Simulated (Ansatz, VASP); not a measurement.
## Cr: VASP beside Ansatz

```
Cr
1.0
     0.00000    2.54694    2.54694
     2.54694    0.00000    2.54694
     2.54694    2.54694    0.00000
Cr
2
Cartesian
  0.0000 0.0000 0.0000
  1.2735 1.2735 1.2735
```

Alike in both runs: functional PBE; k mesh 18 × 18 × 18; occupations gaussian, width 0.1 eV; no spin polarisation.

Ansatz relaxed the structure, and its values are those at the end. VASP's run is a single point on that final structure, the one shown.

|  | VASP | Ansatz |
| --- | --- | --- |
| version | VASP 6.6.1 | Ansatz 0.2.0 |
| potentials or method | VASP PAW PBE potentials, release 64 (Cr_pv), cutoff 520 eV | scalar-relativistic, plane waves, PAW |
| valence electrons in the cell | 24 | 28 |

```csv
,VASP,Ansatz,Ansatz less VASP
gap on the k mesh at the Fermi level (eV),none,none,-
pressure (GPa),0.2,0.0,-0.19
```

A gap of «none» marks a metal or a gap that the smearing closes. With one functional, cell and mesh, what is left measures potentials, basis and numerics. VASP's potentials hold 24 valence electrons a cell and Ansatz's 28, so a difference there can come from the potentials and not from the codes.
